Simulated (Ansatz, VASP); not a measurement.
# One calculation of Na3MoClO4, two programs

Contents of POSCAR:

```
Na3MoClO4
1.0
    7.4942000000      0.0000000000      0.0000000000
    0.0000000000      7.4942000000      0.0000000000
    0.0000000000      0.0000000000      5.3409000000
Na Mo Cl O
6 2 2 8
Direct
    0.7500000000      0.7500000000      0.0000000000
    0.7500000000      0.2500000000      0.0000000000
    0.2500000000      0.2500000000      0.0000000000
    0.2500000000      0.7500000000      0.0000000000
    0.5000000000      0.0000000000      0.6389324557
    0.0000000000      0.5000000000      0.3610675443
    0.0000000000      0.0000000000      0.5000000000
    0.5000000000      0.5000000000      0.5000000000
    0.5000000000      0.0000000000      0.1554428544
    0.0000000000      0.5000000000      0.8445571456
    0.8102733990      0.0000000000      0.7004933884
    0.5000000000      0.3102733990      0.7004933884
    0.1897266010      0.0000000000      0.7004933884
    0.5000000000      0.6897266010      0.7004933884
    0.3102733990      0.5000000000      0.2995066116
    0.0000000000      0.1897266010      0.2995066116
    0.6897266010      0.5000000000      0.2995066116
    0.0000000000      0.8102733990      0.2995066116
```

File INCAR.step1:

```
SYSTEM = Na3MoClO4
PREC = Accurate
ENCUT = 520
ISMEAR = -1
SIGMA = 0.02
LREAL = Auto
LASPH = .True.
NELM = 60
NBANDS = 81
GGA = PE
ALGO = Normal
EDIFF = 1E-4
LWAVE = .True.
LCHARG = .False.
```

The input INCAR.step2:

```
SYSTEM = Na3MoClO4
PREC = Accurate
ENCUT = 520
EDIFF = 1E-8
ISMEAR = -1
SIGMA = 0.02
LREAL = Auto
LASPH = .True.
NELM = 60
ALGO = Normal
ISIF = 2
LWAVE = .False.
LCHARG = .False.
METAGGA = R2SCAN
LMIXTAU = .True.
LEFG = .True.
NBANDS = 81
ISTART = 1
```

KPOINTS

```
regular mesh
0
Gamma
  3 3 5
  0 0 0
```

Input for Ansatz:

```yaml
crystal:
  lattice:
    - [7.4942, 0.0, 0.0]
    - [0.0, 7.4942, 0.0]
    - [0.0, 0.0, 5.3409]
  atoms:
    - { symbol: Na, position: [0.75, 0.75, 0.0] }
    - { symbol: Na, position: [0.75, 0.25, 0.0] }
    - { symbol: Na, position: [0.25, 0.25, 0.0] }
    - { symbol: Na, position: [0.25, 0.75, 0.0] }
    - { symbol: Na, position: [0.5, 0.0, 0.6389324557] }
    - { symbol: Na, position: [0.0, 0.5, 0.3610675443] }
    - { symbol: Mo, position: [0.0, 0.0, 0.5] }
    - { symbol: Mo, position: [0.5, 0.5, 0.5] }
    - { symbol: Cl, position: [0.5, 0.0, 0.1554428544] }
    - { symbol: Cl, position: [0.0, 0.5, 0.8445571456] }
    - { symbol: O, position: [0.810273399, 0.0, 0.7004933884] }
    - { symbol: O, position: [0.5, 0.310273399, 0.7004933884] }
    - { symbol: O, position: [0.189726601, 0.0, 0.7004933884] }
    - { symbol: O, position: [0.5, 0.689726601, 0.7004933884] }
    - { symbol: O, position: [0.310273399, 0.5, 0.2995066116] }
    - { symbol: O, position: [0.0, 0.189726601, 0.2995066116] }
    - { symbol: O, position: [0.689726601, 0.5, 0.2995066116] }
    - { symbol: O, position: [0.0, 0.810273399, 0.2995066116] }
kpoints:
  mp_grid: { grid: [3, 3, 5] }
scf:
  occupations: { method: fermi_dirac, width: 0.02 }
hamiltonian:
  xc: r2scan
  pseudopotentials: { kind: paw }
output:
  forces: true
  stress: true
  populations: true
  efg:
    quadrupole_moments_barn: { Na: 0.104, Mo: -0.022, Cl: -0.08112, O: -0.02558 }
    contact_densities: true
```

Alike in both runs: task electric field gradients; functional r2SCAN; k mesh 3 × 3 × 5; occupations fermi-dirac, width 0.02 eV; no spin polarisation.

```csv
,VASP,Ansatz
version,VASP 6.6.1,Ansatz 0.2.0
potentials or method,"VASP PAW PBE potentials, release 64 (Na_pv, Mo_sv, Cl, O)","plane-wave PAW, scalar-relativistic"
plane-wave cutoff (eV),520,500
valence electrons in the cell,132,144
```

VASP gave:

- gap on the k mesh at the Fermi level (eV): 4.73
- pressure (GPa): -1.2
- traceless stress, the component that is largest in VASP (GPa): -0.03
- rms of the force components (eV/Å): 0.060
- size of Vzz on the site where it differs most (V/Å²): 16.1

Estimate Ansatz's values.

gap on the k mesh at the Fermi level (eV): 4.73; pressure (GPa): -1.4; traceless stress, the component that is largest in VASP (GPa): -0.09; rms of the force components (eV/Å): 0.131; size of Vzz on the site where it differs most (V/Å²): 18.3.

VASP's potentials were made for PBE, not for r2SCAN. Atom by atom the forces differ by 0.073 eV/Å (rms over components). VASP's potentials hold 132 valence electrons a cell and Ansatz's 144, so a difference there can come from the potentials and not from the codes.
